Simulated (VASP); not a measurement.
# CuO (F-43m) in VASP: a series of runs

Runs on CuO. Level: PBE. Tasks: elastic constants, density of states, electric field gradients.

All numbers are computed with VASP 6.6.1; they aren't measurements. Logs are shortened: lines on timing, memory, paths and dates and some standing lists are left out, and cuts for length are marked.

## (1) The cell of the first run

The structure is cubic, space group F-43m (No. 216). The conventional cell has a = 4.655 Å, b = 4.655 Å, c = 4.655 Å, α = 90.00°, β = 90.00°, γ = 90.00°. Within 2.7 Å of Cu (site symmetry -43m) lie 4 O at 2.02 Å. Within 2.7 Å of O (site symmetry -43m) lie 4 Cu at 2.02 Å.

## (2) Elastic constants, PBE

The input, INCAR:

```
ALGO     = Normal         # electronic algorithm
EDIFF    = 1E-8           # SCF threshold, eV
ENCUT    = 600            # plane-wave cutoff, eV
GGA      = PE             # functional
IBRION   = 6              # ionic algorithm
ISIF     = 3              # what is computed and relaxed
ISMEAR   = -1             # smearing method
LASPH    = T              # aspherical terms in the spheres
LCHARG   = F              # write CHGCAR
LREAL    = F              # projectors in reciprocal space
LWAVE    = F              # write WAVECAR
NELM     = 80             # most SCF steps
NFREE    = 2            
NSW      = 1              # ionic steps
POTIM    = 0.015          # step
PREC     = Accurate       # precision mode
SIGMA    = 0.05           # smearing width, eV
```

The input, KPOINTS:

```
k-points
0
Gamma
  8 8 8
```

The input, POSCAR:

```
CuO
1.0
    0.0000000000      2.3272527300      2.3272527300
    2.3272527300      0.0000000000      2.3272527300
    2.3272527300      2.3272527300      0.0000000000
Cu O
1 1
Direct
    0.0000000000      0.0000000000      0.0000000000
    0.2500000000      0.2500000000      0.2500000000
```

Potentials or basis: VASP PAW PBE potentials, release 64 (Cu, O).

On the command line:

```sh
cat potpaw_PBE.64/Cu/POTCAR potpaw_PBE.64/O/POTCAR > POTCAR
mpirun -np 1 vasp_std > vasp.out
```

OUTCAR:

```text
EDIFF = 1E-8
   ENCUT = 600
   GGA = PE
   IBRION = 6
   ISIF = 3
   ISMEAR = -1
   LASPH = T
   LREAL = F
   NELM = 80
   NFREE = 2
   NSW = 1
   POTIM = 0.015
   PREC = Accurate

 ion  position               nearest neighbor table
   1  0.000  0.000  0.000-   2 2.02   2 2.02   2 2.02   2 2.02
   2  0.250  0.250  0.250-   1 2.02   1 2.02   1 2.02   1 2.02

  LATTYP: Found a face centered cubic cell.
 ALAT       =     4.6545054600

  Lattice vectors:

 A1 = (   0.0000000000,   2.3272527300,   2.3272527300)
 A2 = (   2.3272527300,   0.0000000000,   2.3272527300)
 A3 = (   2.3272527300,   2.3272527300,   0.0000000000)

Analysis of symmetry for initial positions (statically):
=====================================================================
 Subroutine PRICEL returns:
 Original cell was already a primitive cell.

 Routine SETGRP: Setting up the symmetry group for a
 face centered cubic supercell.

 Subroutine GETGRP returns: Found 24 space group operations
 (whereof 24 operations were pure point group operations)
 out of a pool of 48 trial point group operations.

The static configuration has the point symmetry T_d .

Analysis of symmetry for dynamics (positions and initial velocities):
=====================================================================
 Subroutine PRICEL returns:
 Original cell was already a primitive cell.

 Routine SETGRP: Setting up the symmetry group for a
 face centered cubic supercell.

 Subroutine GETGRP returns: Found 24 space group operations
 (whereof 24 operations were pure point group operations)
 out of a pool of 48 trial point group operations.

The dynamic configuration has the point symmetry T_d .

 Subroutine INISYM returns: Found 24 space group operations
 (whereof 24 operations are pure point group operations),
 and found     1 'primitive' translations

----------------------------------------------------------------------------------------

                                     Primitive cell

  volume of cell :      25.2093

  direct lattice vectors                    reciprocal lattice vectors
     0.000000000  2.327252730  2.327252730    -0.214845596  0.214845596  0.214845596
     2.327252730  0.000000000  2.327252730     0.214845596 -0.214845596  0.214845596
     2.327252730  2.327252730  0.000000000     0.214845596  0.214845596 -0.214845596

  length of vectors
     3.291232374  3.291232374  3.291232374     0.372123488  0.372123488  0.372123488

  position of ions in fractional coordinates (direct lattice)
     0.000000000  0.000000000  0.000000000
     0.250000000  0.250000000  0.250000000

  ion indices of the primitive-cell ions
   primitive index   ion index
                 1           1
                 2           2

----------------------------------------------------------------------------------------

 KPOINTS: k-points

Automatic generation of k-mesh.
 Grid dimensions read from file:
 generate k-points for:    8    8    8

 Generating k-lattice:
[... 106 lines left out ...]
  ---------------------------------------------------
  ext. energy  EPLUGINS =         0.00000000
  ---------------------------------------------------
  free energy    TOTEN  =        -9.51318703 eV

  energy without entropy =       -9.49220427  energy(sigma->0) =       -9.50269565

------------------------ aborting loop because EDIFF is reached ----------------------------------------

  FORCE on cell =-STRESS in cart. coord.  units (eV):
  Direction    XX          YY          ZZ          XY          YZ          ZX
  --------------------------------------------------------------------------------------
  -------------------------------------------------------------------------------------
  Total       -1.4632924     -1.4632924     -1.4632924      0.0000000      0.0000000      0.0000000
  in kB      -92.9995923    -92.9995923    -92.9995923      0.0000000      0.0000000      0.0000000
  external PRESSURE =     -92.9995923 kB  Pullay stress =       0.0000000 kB
[... 89 lines left out ...]
  FREE ENERGIE OF THE ION-ELECTRON SYSTEM (eV)
  ---------------------------------------------------
  free  energy   TOTEN  =        -9.5331725523 eV

  energy  without entropy=       -9.5127098756  energy(sigma->0) =       -9.52294121

[... ionic steps 4 to 14 ...]

--------------------------------------- Ionic step       15  -------------------------------------------

 number of electron      16.9999997 magnetization

------------------------ aborting loop because EDIFF is reached ----------------------------------------
[... 67 lines left out ...]
--------------------------------------- Ionic step       17  -------------------------------------------

 number of electron      16.9999992 magnetization

 Free energy of the ion-electron system (eV)
  ---------------------------------------------------
  ext. energy  EPLUGINS =         0.00000000
  ---------------------------------------------------
  free energy    TOTEN  =        -9.51288630 eV

  energy without entropy =       -9.49193129  energy(sigma->0) =       -9.50240879

 E-fermi :   3.0703     XC(G=0): -10.5744

 val. band max:        3.0501613153   @ k =   0.5000   0.0000   0.0000
 cond. band min:       3.0706189069   @ k =   0.0000   0.5000   0.0000
 fundamental gap:      0.0204575916
 Fermi energy:         3.0702516416

 k-point     1 :       0.0000    0.0000    0.0000
  band No.  band energies     occupation
      1     -15.2021      2.00000
      2      -1.3268      2.00000
      3      -1.2913      2.00000
      4      -1.2549      2.00000
      5       1.2315      2.00000
      6       1.2318      2.00000
      7       3.7646      0.00000
      8       3.7768      0.00000
      9       3.7986      0.00000
     10       3.9685      0.00000
     11      16.9137      0.00000
     12      16.9240      0.00000
[... 331 lines left out ...]
 k-point    24 :      -0.3750    0.2500    0.1250
  band No.  band energies     occupation
      1     -14.5798      2.00000
      2      -1.9254      2.00000
      3      -1.2844      2.00000
      4      -0.8690      2.00000
      5       1.1196      2.00000
      6       1.3028      2.00000
      7       1.4943      2.00000
      8       2.3511      2.00000
      9       2.7811      1.99386
     10      10.2659      0.00000
     11      10.8373      0.00000
     12      14.2052      0.00000

 [... further k-points ...]
[... 5 lines left out ...]
  --------------------------------------------------------------------------------------
  -------------------------------------------------------------------------------------
  Total       -1.4610191     -1.4607250     -1.4607250     -0.0000000      0.0252021     -0.0000000
  in kB      -92.8551143    -92.8364231    -92.8364231     -0.0000000      1.6017179     -0.0000000
  external PRESSURE =     -92.8426535 kB  Pullay stress =       0.0000000 kB
[... 17 lines left out ...]
  FREE ENERGIE OF THE ION-ELECTRON SYSTEM (eV)
  ---------------------------------------------------
  free  energy   TOTEN  =        -9.5128862970 eV

  energy  without entropy=       -9.4919312901  energy(sigma->0) =       -9.50240879

 INTERNAL STRAIN TENSORS FROM STRAINED CELLS
 ============================================

 INTERNAL STRAIN TENSOR FOR ION    1 for displacements in x,y,z  (eV/Angst):
          X           Y           Z          XY          YZ          ZX
  --------------------------------------------------------------------------------
  x    -0.00000     0.00000    -0.00000     0.00000     1.68896     0.00000
  y     0.00000     0.00000    -0.00000     0.00000     0.00000     1.68617
  z     0.00000     0.00000    -0.00000     1.68431     0.00000     0.00000

 INTERNAL STRAIN TENSORS FROM DISPLACED ATOMS
 ============================================

 INTERNAL STRAIN TENSOR FOR ION    1 for displacements in x,y,z  (eV/Angst):
          X           Y           Z          XY          YZ          ZX
  --------------------------------------------------------------------------------
  x     0.00000     0.00000     0.00000    -0.00000     1.67325    -0.00000
  y     0.00000     0.00000     0.00000    -0.00000    -0.00000     1.67325
  z     0.00000     0.00000     0.00000     1.67325    -0.00000     0.00000

 INTERNAL STRAIN TENSOR FOR ION    2 for displacements in x,y,z  (eV/Angst):
          X           Y           Z          XY          YZ          ZX
  --------------------------------------------------------------------------------
  x     0.00000     0.00000     0.00000    -0.00000    -1.68590     0.00000
  y     0.00000     0.00000     0.00000     0.00000    -0.00000    -1.68590
  z     0.00000     0.00000     0.00000    -1.68590     0.00000    -0.00000

 Eigenvectors and eigenvalues of the dynamical matrix
 ----------------------------------------------------

   1 f  =    7.151119 THz    44.931803 2PiTHz  238.535640 cm-1    29.574637 meV
             X         Y         Z           dx          dy          dz
      0.000000  0.000000  0.000000     0.000000   -0.437316   -0.093285
      1.163626  1.163626  1.163626     0.000000    0.874776    0.186601
[... 21 lines left out ...]
   6 f/i=    0.010659 THz     0.066975 2PiTHz    0.355560 cm-1     0.044084 meV
             X         Y         Z           dx          dy          dz
      0.000000  0.000000  0.000000    -0.099798    0.884463   -0.088423
      1.163626  1.163626  1.163626    -0.049891    0.442159   -0.044204

--------------------------------------------------------------------------------------------------------

 ELASTIC MODULI CONTR FROM IONIC RELAXATION (kBar)
 Direction    XX          YY          ZZ          XY          YZ          ZX
 --------------------------------------------------------------------------------
 XX          -0.0000     -0.0000     -0.0000      0.0000     -0.0000     -0.0000
 YY          -0.0000     -0.0000      0.0000      0.0000     -0.0000     -0.0000
 ZZ          -0.0000      0.0000     -0.0000     -0.0000     -0.0000     -0.0000
 XY           0.0000      0.0000     -0.0000    -67.1867      0.0000      0.0000
 YZ          -0.0000     -0.0000     -0.0000      0.0000    -67.1867     -0.0000
 ZX          -0.0000     -0.0000     -0.0000      0.0000     -0.0000    -67.1867
 --------------------------------------------------------------------------------

 TOTAL ELASTIC MODULI (kBar)
 Direction    XX          YY          ZZ          XY          YZ          ZX
 --------------------------------------------------------------------------------
 XX        1194.2404    899.7240    899.7240     -0.0000     -0.0000      0.0000
 YY         899.7240   1194.2404    899.7240      0.0000     -0.0000     -0.0000
 ZZ         899.7240    899.7240   1194.2404     -0.0000     -0.0000      0.0000
 XY          -0.0000      0.0000     -0.0000    447.0319      0.0000      0.0000
 YZ          -0.0000     -0.0000     -0.0000      0.0000    447.0319     -0.0000
 ZX           0.0000     -0.0000      0.0000      0.0000     -0.0000    447.0319
 --------------------------------------------------------------------------------
```

It took 5.6 min on 1 thread of Intel Xeon Platinum 8488C (Sapphire Rapids), shared host; peak memory 0.25 GiB.

Results:

* Elastic constants C11, C12, C44: 119, 90, 45 GPa
* Voigt bulk modulus: 100 GPa
* Highest phonon frequency at Γ, LO-TO splitting left out: 239 cm⁻¹

Phonon frequencies in cm⁻¹ (negative: imaginary):
```
              q point        frequencies
(0.000, 0.000, 0.000)  0 0 0 239 239 239
```

Elastic tensor in Voigt notation (GPa, in the Cartesian axes of the cell as first typed):
```
119  90  90   0   0   0
 90 119  90   0   0   0
 90  90 119   0   0   0
  0   0   0  45   0   0
  0   0   0   0  45   0
  0   0   0   0   0  45
```

Clamped-ion elastic tensor (GPa):
```
119  90  90   0   0   0
 90 119  90   0   0   0
 90  90 119   0   0   0
  0   0   0  51   0   0
  0   0   0   0  51   0
  0   0   0   0   0  51
```

Caveat: the cell is under stress, which shifts elastic constants.

(Part 1 of 2 ends here.)
